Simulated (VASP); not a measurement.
# Mo (Im-3m) in VASP: notebook

Mo is run at these levels: PBE; tasks: single point, relaxation of cell and atoms.

Everything below comes from runs of VASP 6.6.1. Logs are shortened: lines on timing, memory, paths and dates and some standing lists are left out, and cuts for length are marked.

## Step 1: The cell of the first run

It takes space group Im-3m (No. 229, cubic). Conventional cell: a = 3.161 Å, b = 3.161 Å, c = 3.161 Å, α = 90.00°, β = 90.00°, γ = 90.00°. Mo (site symmetry m-3m) has 14 Mo at 2.74 to 3.16 Å within 3.6 Å.

## Step 2: Single point, PBE

The input, INCAR:

```
ALGO = Fast
EDIFF = 1E-6
ENCUT = 520
GGA = PE
ISIF = 2
ISMEAR = 0
LASPH = T
LCHARG = F
LREAL = F
LWAVE = F
NBANDS = 13
NELM = 80
PREC = Accurate
SIGMA = 0.3
```

The input, KPOINTS:

```
k-points
0
Gamma
  16 16 16
```

The input, POSCAR:

```
Mo
1.0
   -1.5803287149      1.5803287149      1.5803287149
    1.5803287149     -1.5803287149      1.5803287149
    1.5803287149      1.5803287149     -1.5803287149
Mo
1
Direct
    0.0000000000      0.0000000000      0.0000000000
```

Potentials or basis: VASP PAW PBE potentials, release 64 (Mo_sv).

Command:

```
$ cat potpaw_PBE.64/Mo_sv/POTCAR > POTCAR
$ mpirun -np 1 vasp_std > vasp.out
```

OUTCAR:

```text
EDIFF = 1E-6
   ENCUT = 520
   GGA = PE
   ISIF = 2
   ISMEAR = 0
   LASPH = T
   LREAL = F
   NELM = 80
   PREC = Accurate

 ion  position               nearest neighbor table
   1  0.000  0.000  0.000-

  LATTYP: Found a body centered cubic cell.
 ALAT       =     3.1606574298

  Lattice vectors:

 A1 = (  -1.5803287149,   1.5803287149,   1.5803287149)
 A2 = (   1.5803287149,  -1.5803287149,   1.5803287149)
 A3 = (   1.5803287149,   1.5803287149,  -1.5803287149)

Analysis of symmetry for initial positions (statically):
=====================================================================
 Subroutine PRICEL returns:
 Original cell was already a primitive cell.

 Routine SETGRP: Setting up the symmetry group for a
 body centered cubic supercell.

 Subroutine GETGRP returns: Found 48 space group operations
 (whereof 48 operations were pure point group operations)
 out of a pool of 48 trial point group operations.

The static configuration has the point symmetry O_h .

Analysis of symmetry for dynamics (positions and initial velocities):
=====================================================================
 Subroutine PRICEL returns:
 Original cell was already a primitive cell.

 Routine SETGRP: Setting up the symmetry group for a
 body centered cubic supercell.

 Subroutine GETGRP returns: Found 48 space group operations
 (whereof 48 operations were pure point group operations)
 out of a pool of 48 trial point group operations.

The dynamic configuration has the point symmetry O_h .

 Subroutine INISYM returns: Found 48 space group operations
 (whereof 48 operations are pure point group operations),
 and found     1 'primitive' translations

----------------------------------------------------------------------------------------

                                     Primitive cell

  volume of cell :      15.7871

  direct lattice vectors                    reciprocal lattice vectors
    -1.580328715  1.580328715  1.580328715     0.000000000  0.316389872  0.316389872
     1.580328715 -1.580328715  1.580328715     0.316389872  0.000000000  0.316389872
     1.580328715  1.580328715 -1.580328715     0.316389872  0.316389872  0.000000000

  length of vectors
     2.737209627  2.737209627  2.737209627     0.447442848  0.447442848  0.447442848

  position of ions in fractional coordinates (direct lattice)
     0.000000000  0.000000000  0.000000000

  ion indices of the primitive-cell ions
   primitive index   ion index
                 1           1

----------------------------------------------------------------------------------------

 KPOINTS: k-points

Automatic generation of k-mesh.
 Grid dimensions read from file:
 generate k-points for:   16   16   16

 Generating k-lattice:

  Cartesian coordinates                     Fractional coordinates (reciprocal lattice)
     0.000000000  0.019774367  0.019774367     0.062500000  0.000000000  0.000000000
     0.019774367  0.000000000  0.019774367     0.000000000  0.062500000  0.000000000
     0.019774367  0.019774367  0.000000000     0.000000000  0.000000000  0.062500000

  Length of vectors
     0.027965178  0.027965178  0.027965178

  Shift w.r.t. Gamma in fractional coordinates (k-lattice)
     0.000000000  0.000000000  0.000000000

 Subroutine IBZKPT returns following result:
 ===========================================

 Found    145 irreducible k-points:

 Following reciprocal coordinates:
            Coordinates               Weight
  0.000000  0.000000  0.000000      1.000000
  0.062500  0.000000  0.000000     12.000000
  0.125000  0.000000  0.000000     12.000000
  0.187500  0.000000  0.000000     12.000000
  0.250000  0.000000  0.000000     12.000000
  0.312500  0.000000  0.000000     12.000000
[... 16 lines left out ...]
  0.187500  0.187500  0.000000     24.000000
  0.250000  0.187500  0.000000     48.000000
 [... further k-points ...]
   k-points           NKPTS =    145   k-points in BZ     NKDIM =    145   number of bands    NBANDS=     13
   number of dos      NEDOS =    301   number of ions     NIONS =      1
   total plane-waves  NPLWV =   8000
   dimension x,y,z NGX =    20 NGY =   20 NGZ =   20
   dimension x,y,z NGXF=    40 NGYF=   40 NGZF=   40
   ions per type =               1
   NGX,Y,Z   is equivalent  to a cutoff of  12.15, 12.15, 12.15 a.u.
   NGXF,Y,Z  is equivalent  to a cutoff of  24.29, 24.29, 24.29 a.u.
 SYSTEM =  unknown system
   PREC   = accura    normal or accurate (medium, high low for compatibility)
   ISTART =      0    job   : 0-new  1-cont  2-samecut
   ICHARG =      2    charge: 1-file 2-atom 10-const
   ISPIN  =      1    spin polarized calculation?
   LNONCOLLINEAR =      F non collinear calculations
   LSORBIT =      F    spin-orbit coupling
   LASPH  =      T    aspherical Exc in radial PAW
   ENCUT  =  520.0 eV  38.22 Ry    6.18 a.u.   5.09  5.09  5.09*2*pi/ulx,y,z
   NELM   =     80;   NELMIN=  2; NELMDL= -5     # of ELM steps
   EDIFF  = 0.1E-05   stopping-criterion for ELM
   LREAL  =      F    real-space projection
   EDIFFG = 0.1E-04   stopping-criterion for IOM
   NSW    =      0    number of steps for IOM
   IBRION =     -1    ionic relax: 0-MD 1-quasi-New 2-CG
   NFREE  =      0    steps in history (QN), initial steepest desc. (CG)
   ISIF   =      2    stress and relaxation
   ISYM   =      2    0-nonsym 1-usesym 2-fastsym
   POTIM  = 0.5000    time-step for ionic-motion
   TEBEG  =    0.0;   TEEND  =   0.0 temperature during run
   PSTRESS=    0.0 pullay stress
   NELECT =      14.0000    total number of electrons
   NUPDOWN=      -1.0000    fix difference up-down
   EMIN   =  10.00;   EMAX   =-10.00  energy-range for DOS
   EFERMI =   0.00;   METHOD = LEGACY
   ISMEAR =     0;   SIGMA  =   0.30  broadening in eV -4-tet -1-fermi 0-gaus
   EFERMI_NEDOS =   21; number of points for ismear=-14 and -15
   IALGO  =     68    algorithm
   IMIX   =      4    mixing-type and parameters
     AMIX     =   0.40;   BMIX     =  1.00
     AMIX_MAG =   1.60;   BMIX_MAG =  1.00
  volume/ion in A,a.u.               =      15.79       106.54
  Fermi-wavevector in a.u.,A,eV,Ry     =   1.572836  2.972229 33.658266  2.473813
  Thomas-Fermi vector in A             =   2.674211
   LORBIT       =      0    0 simple, 1 ext, 2 COOP (PROOUT), +10 PAW based schemes
   GGA     = PE    functional components
   LHFCALC =     F    Hartree Fock is set to
   AEXX    =    0.0000 exact exchange contribution
   IVDW    =     0    specifies the selected vdW correction
   LEPSILON=     F    determine dielectric tensor
   LRPA    =     F    only Hartree local field effects (RPA)
 non-spin polarized calculation
 RMM-DIIS sequential band-by-band and
 Gauss-broadening in eV      SIGMA  =   0.30
  energy-cutoff  :      520.00
  volume of cell :       15.79
 maximum number of plane-waves:       438
   NGX = 11   NGY = 11   NGZ = 11

 number of electron      14.0000004 magnetization

 Free energy of the ion-electron system (eV)
  ---------------------------------------------------
  ext. energy  EPLUGINS =         0.00000000
  ---------------------------------------------------
  free energy    TOTEN  =       -10.95238244 eV

  energy without entropy =      -10.92559734  energy(sigma->0) =      -10.93898989

 E-fermi :  12.4246     XC(G=0): -13.3340

 val. band max:       12.4226521028   @ k =  -0.1875   0.1875   0.0625
 cond. band min:      12.4822470709   @ k =   0.1875   0.0000   0.0000
 fundamental gap:      0.0595949681
 Fermi energy:        12.4245580319

 k-point     1 :       0.0000    0.0000    0.0000
  band No.  band energies     occupation
      1     -48.8400      2.00000
      2     -22.1290      2.00000
      3     -22.1290      2.00000
      4     -22.1290      2.00000
      5       5.2319      2.00000
      6      11.0925      2.00000
      7      11.0925      2.00000
      8      11.0925      2.00000
      9      14.0816      0.00000
     10      14.0816      0.00000
     11      27.2516      0.00000
     12      27.2516      0.00000
     13      27.2516      0.00000

 k-point     2 :       0.0625    0.0000    0.0000
  band No.  band energies     occupation
      1     -48.8305      2.00000
      2     -22.1843      2.00000
      3     -22.1461      2.00000
      4     -22.1294      2.00000
      5       5.4032      2.00000
      6      10.9963      2.00000
      7      11.0767      2.00000
      8      11.2527      2.00000
      9      13.9404      0.00000
     10      14.0842      0.00000
     11      27.3788      0.00000
     12      27.5399      0.00000
     13      27.5845      0.00000

 k-point     3 :       0.1250    0.0000    0.0000
  band No.  band energies     occupation
      1     -48.8034      2.00000
      2     -22.3399      2.00000
      3     -22.1944      2.00000
      4     -22.1305      2.00000
      5       5.8852      2.00000
      6      10.7340      2.00000
      7      11.0034      2.00000
      8      11.7245      1.99903
      9      13.6549      0.00000
     10      14.0999      0.00000
     11      27.6570      0.00000
     12      28.3612      0.00000
     13      28.3744      0.00000

 k-point     4 :       0.1875    0.0000    0.0000
  band No.  band energies     occupation
      1     -48.7626      2.00000
      2     -22.5681      2.00000
      3     -22.2661      2.00000
      4     -22.1322      2.00000
      5       6.5655      2.00000
      6      10.3697      2.00000
      7      10.8684      2.00000
      8      12.4822      0.78566
      9      13.4894      0.00000
     10      14.1467      0.00000
     11      27.7330      0.00000
     12      28.9272      0.00000
     13      29.6778      0.00000

 k-point     5 :       0.2500    0.0000    0.0000
  band No.  band energies     occupation
      1     -48.7141      2.00000
      2     -22.8306      2.00000
      3     -22.3495      2.00000
      4     -22.1343      2.00000
      5       7.1949      2.00000
      6       9.9756      2.00000
      7      10.8879      2.00000
      8      13.4779      0.00000
      9      13.5587      0.00000
     10      14.2399      0.00000
     11      27.2049      0.00000
     12      28.5078      0.00000
     13      31.3501      0.00000

 k-point     6 :       0.3125    0.0000    0.0000
  band No.  band energies     occupation
      1     -48.6652      2.00000
      2     -23.0864      2.00000
      3     -22.4318      2.00000
      4     -22.1364      2.00000
      5       7.4565      2.00000
      6       9.6132      2.00000
      7      11.4241      2.00000
      8      13.7876      0.00000
      9      14.3790      0.00000
     10      14.6300      0.00000
     11      26.2417      0.00000
     12      27.2103      0.00000
     13      33.2751      0.00000

 k-point     7 :       0.3750    0.0000    0.0000
  band No.  band energies     occupation
      1     -48.6234      2.00000
      2     -23.2985      2.00000
      3     -22.5007      2.00000
      4     -22.1383      2.00000
      5       7.3806      2.00000
      6       9.3265      2.00000
      7      12.4195      1.01888
      8      14.0480      0.00000
      9      14.5395      0.00000
     10      15.7976      0.00000
     11      25.2856      0.00000
     12      25.6805      0.00000
     13      31.8251      0.00000
[... 193 lines left out ...]
 k-point    20 :       0.3125    0.1250   -0.0000
  band No.  band energies     occupation
      1     -48.6116      2.00000
      2     -23.2701      2.00000
      3     -22.5509      2.00000
      4     -22.2078      2.00000
      5       7.8354      2.00000
      6       9.4226      2.00000
      7      11.4789      1.99999
      8      13.7655      0.00000
      9      14.8295      0.00000
     10      16.8140      0.00000
     11      25.2212      0.00000
     12      26.1757      0.00000
     13      30.2669      0.00000

 k-point    21 :       0.3750    0.1250    0.0000
  band No.  band energies     occupation
      1     -48.5856      2.00000
      2     -23.3819      2.00000
      3     -22.6105      2.00000
      4     -22.2106      2.00000
      5       7.6800      2.00000
      6       9.2719      2.00000
      7      12.1909      1.72931
      8      13.9491      0.00000
      9      15.0822      0.00000
     10      17.8883      0.00000
     11      24.0525      0.00000
     12      25.3489      0.00000
     13      29.2322      0.00000

 k-point    22 :       0.4375    0.1250    0.0000
  band No.  band energies     occupation
      1     -48.5765      2.00000
      2     -23.4209      2.00000
      3     -22.6314      2.00000
      4     -22.2115      2.00000
      5       7.6143      2.00000
      6       9.2211      2.00000
      7      12.4856      0.77366
      8      13.9648      0.00000
      9      15.2541      0.00000
     10      18.3382      0.00000
     11      23.5149      0.00000
     12      25.0828      0.00000
     13      28.8416      0.00000

 k-point    23 :       0.1875    0.1875    0.0000
  band No.  band energies     occupation
      1     -48.6540      2.00000
      2     -23.0574      2.00000
      3     -22.4562      2.00000
      4     -22.2283      2.00000
      5       8.1343      2.00000
      6       9.7906      2.00000
      7      10.2563      2.00000
      8      13.2972      0.00004
      9      14.6937      0.00000
     10      15.5662      0.00000
     11      26.7489      0.00000
     12      27.9296      0.00000
     13      31.2220      0.00000

 k-point    24 :       0.2500    0.1875    0.0000
  band No.  band energies     occupation
      1     -48.6154      2.00000
      2     -23.1936      2.00000
      3     -22.5697      2.00000
      4     -22.2464      2.00000
      5       8.2966      2.00000
      6       9.5581      2.00000
      7      10.6383      2.00000
      8      13.5181      0.00000
      9      14.8243      0.00000
     10      17.0009      0.00000
     11      25.5682      0.00000
     12      27.0302      0.00000
     13      29.9196      0.00000

 [... further k-points ...]
[... 5 lines left out ...]
  --------------------------------------------------------------------------------------
  -------------------------------------------------------------------------------------
  Total        0.0543393      0.0543393      0.0543393      0.0000000      0.0000000     -0.0000000
  in kB        5.5147095      5.5147095      5.5147095      0.0000000      0.0000000     -0.0000000
  external PRESSURE =       5.5147095 kB  Pullay stress =       0.0000000 kB

 VOLUME and BASIS-vectors are now :
 -----------------------------------------------------------------------------
  energy-cutoff  :      520.00
  volume of cell :       15.79
      direct lattice vectors                 reciprocal lattice vectors
    -1.580328715  1.580328715  1.580328715     0.000000000  0.316389872  0.316389872
     1.580328715 -1.580328715  1.580328715     0.316389872  0.000000000  0.316389872
     1.580328715  1.580328715 -1.580328715     0.316389872  0.316389872  0.000000000

 POSITION                                       TOTAL-FORCE (eV/Angst)
 -----------------------------------------------------------------------------------
      0.00000      0.00000      0.00000         0.000000      0.000000     -0.000000
 -----------------------------------------------------------------------------------
    total drift:                                0.000000      0.000000      0.000000

  FREE ENERGIE OF THE ION-ELECTRON SYSTEM (eV)
  ---------------------------------------------------
  free  energy   TOTEN  =       -10.9523824389 eV

  energy  without entropy=      -10.9255973355  energy(sigma->0) =      -10.93898989
```

Wall time 17 s (1 thread of Intel Xeon Platinum 8375C at 2.90GHz (Ice Lake), shared host); peak memory 0.14 GiB.

Results:

| Item | Value |
| --- | --- |
| Free energy | -10.9524 eV |
| Pressure | 0.6 GPa |
| Band gap on the k mesh | zero (band 7 reaches 16.36 eV, above the bottom of band 8 at 11.09 eV) |

Levels at points of the mesh, in eV from the Fermi level:
```csv
k point,band 4,band 5,band 6,band 7,band 8,band 9,band 10,band 11
"(0.00, 0.00, 0.00)",-34.55,-7.19,-1.33,-1.33,-1.33,1.66,1.66,14.83
"(0.50, 0.00, 0.00)",-34.56,-5.25,-3.34,1.60,1.68,2.30,4.69,11.51
"(0.50, 0.50, 0.50)",-35.49,-5.35,-5.35,3.94,3.94,3.94,9.00,9.00
```

## Step 3: Relaxation of cell and atoms, PBE

The input, INCAR:

```
SYSTEM = Mo
PREC = Accurate ; ENCUT = 600
EDIFF = 1E-7 ; ISMEAR = 0
SIGMA = 0.3 ; LREAL = .False.
LASPH = .True. ; NELM = 100
ALGO = Normal ; ISIF = 3
LWAVE = .False. ; LCHARG = .False.
GGA = PE ; IBRION = 2
NSW = 80 ; EDIFFG = -0.005
```

The input, KPOINTS:

```
Automatic mesh
0
Gamma
  16 16 16
  0 0 0
```

The input, POSCAR:

```
Mo
1.0
   -1.5800000000      1.5800000000      1.5800000000
    1.5800000000     -1.5800000000      1.5800000000
    1.5800000000      1.5800000000     -1.5800000000
Mo
1
Direct
    0.0000000000      0.0000000000      0.0000000000
```

Potentials or basis: VASP PAW PBE potentials, release 64 (Mo_sv).

Command:

```
$ cat potpaw_PBE.64/Mo_sv/POTCAR > POTCAR
$ mpirun -np 1 vasp_std > vasp.out
```

Run time: 31 s. Hardware: 1 thread of Intel Xeon Platinum 8375C at 2.90GHz (Ice Lake), shared host; peak memory 0.16 GiB.

It converged, with:

| Quantity | Value |
| --- | --- |
| Free energy | -10.9525 eV |
| Relaxed volume | 15.81 Å³/atom |
| Relaxed cell | a = 2.739 Å, b = 2.739 Å, c = 2.739 Å, α = 109.47°, β = 109.47°, γ = 109.47° |
| Space group after relaxing (to 0.05 Å) | Im-3m (No. 229) |
| Energy gained by relaxing | 0.1 meV/atom |
| Ionic steps | 3 |
| Pressure after relaxing | 0.0 GPa |
| Band gap on the k mesh | zero (band 7 reaches 16.33 eV, above the bottom of band 8 at 11.07 eV) |

Final structure:
```
Mo
1.0
    -1.58113    1.58113    1.58113
     1.58113   -1.58113    1.58113
     1.58113    1.58113   -1.58113
Mo
1
Direct
  0.00000 0.00000 0.00000
```

Levels at points of the mesh, in eV from the Fermi level:
```csv
k point,band 3,band 4,band 5,band 6,band 7,band 8,band 9,band 10,band 11
"(0.00, 0.00, 0.00)",-34.56,-34.56,-7.19,-1.33,-1.33,-1.33,1.65,1.65,14.83
"(0.50, 0.00, 0.00)",-34.99,-34.57,-5.24,-3.34,1.59,1.68,2.30,4.68,11.48
"(0.50, 0.50, 0.50)",-35.49,-35.49,-5.34,-5.34,3.93,3.93,3.93,8.99,8.99
```
